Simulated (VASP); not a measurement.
# MoW2C4 (P-3m1) in VASP: single point with PBE

Aim: the single point of MoW2C4 with PBE.

Everything below comes from runs of VASP 6.6.1. Logs are shortened: lines on timing, memory, paths and dates and some standing lists are left out, and cuts for length are marked.

### 1 The cell of the first run

It takes space group P-3m1 (No. 164, trigonal). Conventional cell: a = 4.511 Å, b = 4.511 Å, c = 4.329 Å, α = 90.00°, β = 90.00°, γ = 120.00°. Within 2.9 Å of Mo (site symmetry -3m) lie 8 C at 2.16 to 2.26 Å. W (site symmetry 3m) has 6 C at 2.01 to 2.68 Å within 2.7 Å. Within 2.9 Å of C (site symmetry -3m) lie 2 Mo at 2.16 Å and 6 W at 2.68 Å. Within 2.7 Å of C (site symmetry 2/m) lie 2 W at 2.01 Å and 2 Mo at 2.26 Å and 4 C at 2.26 Å.

The cell was built from a structure type or drawn by symmetry, and may not be a known phase.

### 2 Single point, PBE

The input, INCAR:

```
  PREC = Accurate
  ENCUT = 600
  EDIFF = 1E-6
  ISMEAR = 0
  SIGMA = 0.2
  LREAL = F
  LASPH = T
  NELM = 120
  ALGO = Normal
  ISIF = 2
  LWAVE = F
  LCHARG = T
  GGA = PE
  LELF = T
  LVHAR = T
  NBANDS = 38
  GGA_COMPAT = F
```

The input, KPOINTS:

```
Automatic mesh
0
Gamma
  4 4 4
```

The input, POSCAR:

```
MoW2C4
1.0
    4.5110784696     -0.0000000024      0.0000000000
   -2.2555392327      3.9067085544      0.0000000000
    0.0000000000      0.0000000000      4.3286325592
Mo W C
1 2 4
Direct
    0.0000000000      0.0000000000      0.5000000000
    0.3333333333      0.6666666667      0.1477426214
    0.6666666667      0.3333333333      0.8522573786
    0.0000000000      0.0000000000      0.0000000000
    0.5000000000      0.0000000000      0.5000000000
    0.0000000000      0.5000000000      0.5000000000
    0.5000000000      0.5000000000      0.5000000000
```

Potentials or basis: VASP PAW PBE potentials, release 64 (Mo_sv, W_sv, C).

Started as:

```console
> cat potpaw_PBE.64/Mo_sv/POTCAR potpaw_PBE.64/W_sv/POTCAR potpaw_PBE.64/C/POTCAR > POTCAR
> mpirun -np 1 vasp_std > vasp.out
```

OUTCAR:

```text
PREC = Accurate
   ENCUT = 600
   EDIFF = 1E-6
   ISMEAR = 0
   LREAL = F
   LASPH = T
   NELM = 120
   ISIF = 2
   GGA = PE

 ion  position               nearest neighbor table
   1  0.000  0.000  0.500-   4 2.16   4 2.16   5 2.26   5 2.26   6 2.26   6 2.26   7 2.26   7 2.26
                             2 3.02   3 3.02   3 3.02   2 3.02   2 3.02   3 3.02
   2  0.333  0.667  0.148-   6 2.01   5 2.01   7 2.01   4 2.68   4 2.68   4 2.68   3 2.90   3 2.90
                             3 2.90   1 3.02   1 3.02   1 3.02
   3  0.667  0.333  0.852-   6 2.01   5 2.01   7 2.01   4 2.68   4 2.68   4 2.68   2 2.90   2 2.90
                             2 2.90   1 3.02   1 3.02   1 3.02
   4  0.000  0.000  0.000-   1 2.16   1 2.16   3 2.68   2 2.68   3 2.68   2 2.68   3 2.68   2 2.68

   5  0.500  0.000  0.500-   2 2.01   3 2.01   1 2.26   1 2.26
   6  0.000  0.500  0.500-   2 2.01   3 2.01   1 2.26   1 2.26
   7  0.500  0.500  0.500-   2 2.01   3 2.01   1 2.26   1 2.26

  LATTYP: Found a hexagonal cell.
 ALAT       =     4.5110784696
 C/A-ratio  =     0.9595560326

  Lattice vectors:

 A1 = (   4.5110784696,  -0.0000000024,   0.0000000000)
 A2 = (  -2.2555392327,   3.9067085544,   0.0000000000)
 A3 = (   0.0000000000,   0.0000000000,   4.3286325592)

Analysis of symmetry for initial positions (statically):
=====================================================================
 Subroutine PRICEL returns:
 Original cell was already a primitive cell.

 Routine SETGRP: Setting up the symmetry group for a
 hexagonal supercell.

 Subroutine GETGRP returns: Found 12 space group operations
 (whereof 12 operations were pure point group operations)
 out of a pool of 24 trial point group operations.

The static configuration has the point symmetry D_3d.

Analysis of symmetry for dynamics (positions and initial velocities):
=====================================================================
 Subroutine PRICEL returns:
 Original cell was already a primitive cell.

 Routine SETGRP: Setting up the symmetry group for a
 hexagonal supercell.

 Subroutine GETGRP returns: Found 12 space group operations
 (whereof 12 operations were pure point group operations)
 out of a pool of 24 trial point group operations.

The dynamic configuration has the point symmetry D_3d.

 Subroutine INISYM returns: Found 12 space group operations
 (whereof 12 operations are pure point group operations),
 and found     1 'primitive' translations

----------------------------------------------------------------------------------------

                                     Primitive cell

  volume of cell :      76.2855

  direct lattice vectors                    reciprocal lattice vectors
     4.511078470 -0.000000002  0.000000000     0.221676481  0.127984976  0.000000000
    -2.255539233  3.906708554  0.000000000     0.000000000  0.255969952  0.000000000
     0.000000000  0.000000000  4.328632559     0.000000000  0.000000000  0.231019840

  length of vectors
     4.511078470  4.511078470  4.328632559     0.255969952  0.255969952  0.231019840

  position of ions in fractional coordinates (direct lattice)
     0.000000000  0.000000000  0.500000000
     0.333333333  0.666666667  0.147742621
     0.666666667  0.333333333  0.852257379
     0.000000000  0.000000000  0.000000000
     0.500000000  0.000000000  0.500000000
     0.000000000  0.500000000  0.500000000
     0.500000000  0.500000000  0.500000000

  ion indices of the primitive-cell ions
   primitive index   ion index
                 1           1
                 2           2
                 3           3
                 4           4
                 5           5
                 6           6
                 7           7

----------------------------------------------------------------------------------------

 KPOINTS: Automatic mesh

Automatic generation of k-mesh.
 Grid dimensions read from file:
 generate k-points for:    4    4    4

 Generating k-lattice:

  Cartesian coordinates                     Fractional coordinates (reciprocal lattice)
     0.055419120  0.031996244  0.000000000     0.250000000  0.000000000  0.000000000
     0.000000000  0.063992488  0.000000000     0.000000000  0.250000000  0.000000000
     0.000000000  0.000000000  0.057754960     0.000000000  0.000000000  0.250000000

  Length of vectors
     0.063992488  0.063992488  0.057754960

  Shift w.r.t. Gamma in fractional coordinates (k-lattice)
     0.000000000  0.000000000  0.000000000

 Subroutine IBZKPT returns following result:
 ===========================================

 Found     13 irreducible k-points:

 Following reciprocal coordinates:
            Coordinates               Weight
  0.000000  0.000000  0.000000      1.000000
  0.250000 -0.000000  0.000000      6.000000
  0.500000 -0.000000  0.000000      3.000000
  0.250000  0.250000  0.000000      6.000000
  0.000000  0.000000  0.250000      2.000000
  0.250000 -0.000000  0.250000      6.000000
 -0.000000  0.250000  0.250000      6.000000
  0.500000 -0.000000  0.250000      6.000000
  0.250000  0.250000  0.250000     12.000000
  0.000000  0.000000  0.500000      1.000000
  0.250000 -0.000000  0.500000      6.000000
  0.500000 -0.000000  0.500000      3.000000
  0.250000  0.250000  0.500000      6.000000
   k-points           NKPTS =     13   k-points in BZ     NKDIM =     13   number of bands    NBANDS=     38
   number of dos      NEDOS =    301   number of ions     NIONS =      7
   total plane-waves  NPLWV =  46656
   dimension x,y,z NGX =    36 NGY =   36 NGZ =   36
   dimension x,y,z NGXF=    72 NGYF=   72 NGZF=   72
   ions per type =               1   2   4
   NGX,Y,Z   is equivalent  to a cutoff of  13.27, 13.27, 13.83 a.u.
   NGXF,Y,Z  is equivalent  to a cutoff of  26.53, 26.53, 27.65 a.u.
 SYSTEM =  unknown system
   PREC   = accura    normal or accurate (medium, high low for compatibility)
   ISTART =      0    job   : 0-new  1-cont  2-samecut
   ICHARG =      2    charge: 1-file 2-atom 10-const
   ISPIN  =      1    spin polarized calculation?
   LNONCOLLINEAR =      F non collinear calculations
   LSORBIT =      F    spin-orbit coupling
   LASPH  =      T    aspherical Exc in radial PAW
   ENCUT  =  600.0 eV  44.10 Ry    6.64 a.u.   9.01  9.01  8.65*2*pi/ulx,y,z
   NELM   =    120;   NELMIN=  2; NELMDL= -5     # of ELM steps
   EDIFF  = 0.1E-05   stopping-criterion for ELM
   LREAL  =      F    real-space projection
   EDIFFG = 0.1E-04   stopping-criterion for IOM
   NSW    =      0    number of steps for IOM
   IBRION =     -1    ionic relax: 0-MD 1-quasi-New 2-CG
   NFREE  =      0    steps in history (QN), initial steepest desc. (CG)
   ISIF   =      2    stress and relaxation
   ISYM   =      2    0-nonsym 1-usesym 2-fastsym
   POTIM  = 0.5000    time-step for ionic-motion
   TEBEG  =    0.0;   TEEND  =   0.0 temperature during run
   PSTRESS=    0.0 pullay stress
   NELECT =      58.0000    total number of electrons
   NUPDOWN=      -1.0000    fix difference up-down
   EMIN   =  10.00;   EMAX   =-10.00  energy-range for DOS
   EFERMI =   0.00;   METHOD = LEGACY
   ISMEAR =     0;   SIGMA  =   0.20  broadening in eV -4-tet -1-fermi 0-gaus
   EFERMI_NEDOS =   21; number of points for ismear=-14 and -15
   IALGO  =     38    algorithm
   IMIX   =      4    mixing-type and parameters
     AMIX     =   0.40;   BMIX     =  1.00
     AMIX_MAG =   1.60;   BMIX_MAG =  1.00
  volume/ion in A,a.u.               =      10.90        73.54
  Fermi-wavevector in a.u.,A,eV,Ry     =   1.494182  2.823594 30.376087  2.232579
  Thomas-Fermi vector in A             =   2.606487
   LORBIT       =      0    0 simple, 1 ext, 2 COOP (PROOUT), +10 PAW based schemes
   GGA     = PE    functional components
   LHFCALC =     F    Hartree Fock is set to
   AEXX    =    0.0000 exact exchange contribution
   IVDW    =     0    specifies the selected vdW correction
   LEPSILON=     F    determine dielectric tensor
   LRPA    =     F    only Hartree local field effects (RPA)
 non-spin polarized calculation
 Gauss-broadening in eV      SIGMA  =   0.20
  energy-cutoff  :      600.00
  volume of cell :       76.29
 maximum number of plane-waves:      2560
   NGX = 17   NGY = 17   NGZ = 17

 number of electron      57.9999994 magnetization

 Free energy of the ion-electron system (eV)
  ---------------------------------------------------
  ext. energy  EPLUGINS =         0.00000000
  ---------------------------------------------------
  free energy    TOTEN  =       -65.46744626 eV

  energy without entropy =      -65.39718197  energy(sigma->0) =      -65.43231411

 E-fermi :  10.1845     XC(G=0): -13.0178

 val. band max:       10.1610621647   @ k =   0.5000  -0.0000   0.2500
 cond. band min:      10.2015397776   @ k =   0.0000   0.0000   0.0000
 fundamental gap:      0.0404776130
 Fermi energy:        10.1845177364

 k-point     1 :       0.0000    0.0000    0.0000
  band No.  band energies     occupation
      1     -64.0781      2.00000
      2     -64.0361      2.00000
      3     -51.6421      2.00000
      4     -28.5376      2.00000
      5     -28.4525      2.00000
      6     -28.4421      2.00000
[... 30 lines left out ...]
     37      14.2032      0.00000
     38      14.2032      0.00000

 k-point     2 :       0.2500   -0.0000    0.0000
  band No.  band energies     occupation
      1     -64.0728      2.00000
      2     -64.0415      2.00000
      3     -51.6422      2.00000
      4     -28.5477      2.00000
      5     -28.5191      2.00000
      6     -28.4628      2.00000
[... 30 lines left out ...]
     37      13.8866      0.00000
     38      13.9559      0.00000
[... 408 lines left out ...]
     37      13.7457      0.00000
     38      13.9043      0.00000

 k-point    13 :       0.2500    0.2500    0.5000
  band No.  band energies     occupation
      1     -64.0641      2.00000
      2     -64.0501      2.00000
      3     -51.6421      2.00000
      4     -28.5679      2.00000
      5     -28.5628      2.00000
      6     -28.4797      2.00000
[... 30 lines left out ...]
     37      13.9469      0.00000
     38      14.0977      0.00000

------------------------ aborting loop because EDIFF is reached ----------------------------------------

  FORCE on cell =-STRESS in cart. coord.  units (eV):
  Direction    XX          YY          ZZ          XY          YZ          ZX
  --------------------------------------------------------------------------------------
  -------------------------------------------------------------------------------------
  Total        0.0951540      0.0951540      0.0906259      0.0000000      0.0000000     -0.0000000
  in kB        1.9984601      1.9984601      1.9033593      0.0000000      0.0000000     -0.0000000
  external PRESSURE =       1.9667598 kB  Pullay stress =       0.0000000 kB

 VOLUME and BASIS-vectors are now :
 -----------------------------------------------------------------------------
  energy-cutoff  :      600.00
  volume of cell :       76.29
      direct lattice vectors                 reciprocal lattice vectors
     4.511078470 -0.000000002  0.000000000     0.221676481  0.127984976  0.000000000
    -2.255539233  3.906708554  0.000000000     0.000000000  0.255969952  0.000000000
     0.000000000  0.000000000  4.328632559     0.000000000  0.000000000  0.231019840

 POSITION                                       TOTAL-FORCE (eV/Angst)
 -----------------------------------------------------------------------------------
      0.00000      0.00000      2.16432         0.000000      0.000000      0.000000
      0.00000      2.60447      0.63952        -0.000000     -0.000000     -0.051145
      2.25554      1.30224      3.68911        -0.000000      0.000000      0.051145
      0.00000      0.00000      0.00000         0.000000      0.000000      0.000000
      2.25554     -0.00000      2.16432         0.000000      0.000000      0.000000
     -1.12777      1.95335      2.16432         0.000000      0.000000      0.000000
      1.12777      1.95335      2.16432         0.000000      0.000000      0.000000
 -----------------------------------------------------------------------------------
    total drift:                               -0.000000     -0.000000      0.000000

  FREE ENERGIE OF THE ION-ELECTRON SYSTEM (eV)
  ---------------------------------------------------
  free  energy   TOTEN  =       -65.4674462625 eV

  energy  without entropy=      -65.3971819653  energy(sigma->0) =      -65.43231411
```

Wall time 35 s (1 thread of Intel Xeon Platinum 8559C (Emerald Rapids), shared host); peak memory 0.22 GiB.

What came out:

| Item | Value |
| --- | --- |
| Free energy | -65.4674 eV |
| Pressure | 0.2 GPa |
| Largest force | 0.051 eV/Å |
| Band gap on the k mesh | zero (bands 29 and 30 overlap by 0.58 eV) |

Forces in eV/Å, atoms in the order of the input:
```
Mo   0.000  0.000  0.000
W    0.000  0.000 -0.051
W    0.000  0.000  0.051
C    0.000  0.000  0.000
C    0.000  0.000  0.000
C    0.000  0.000  0.000
C    0.000  0.000  0.000
```

Levels at points of the mesh, in eV from the Fermi level:
| k point | band 26 | band 27 | band 28 | band 29 | band 30 | band 31 | band 32 | band 33 |
| --- | --- | --- | --- | --- | --- | --- | --- | --- |
| (0.00, 0.00, 0.00) | -1.02 | -0.47 | -0.20 | 0.02 | 0.02 | 0.52 | 0.52 | 1.84 |
| (0.50, 0.00, 0.00) | -2.09 | -1.51 | -1.38 | -0.87 | 0.14 | 0.80 | 1.57 | 1.70 |
| (0.00, 0.00, 0.50) | -1.23 | 0.18 | 0.18 | 0.20 | 0.20 | 1.71 | 1.71 | 2.16 |
| (0.50, 0.00, 0.50) | -2.34 | -1.24 | -0.58 | -0.33 | 0.51 | 0.81 | 0.96 | 2.31 |

Caveat: the k points lie up to 0.40 Å⁻¹ apart, too coarse for converged energies and pressures of a metal; spin-orbit coupling is left out, which moves the levels of the heavy elements.
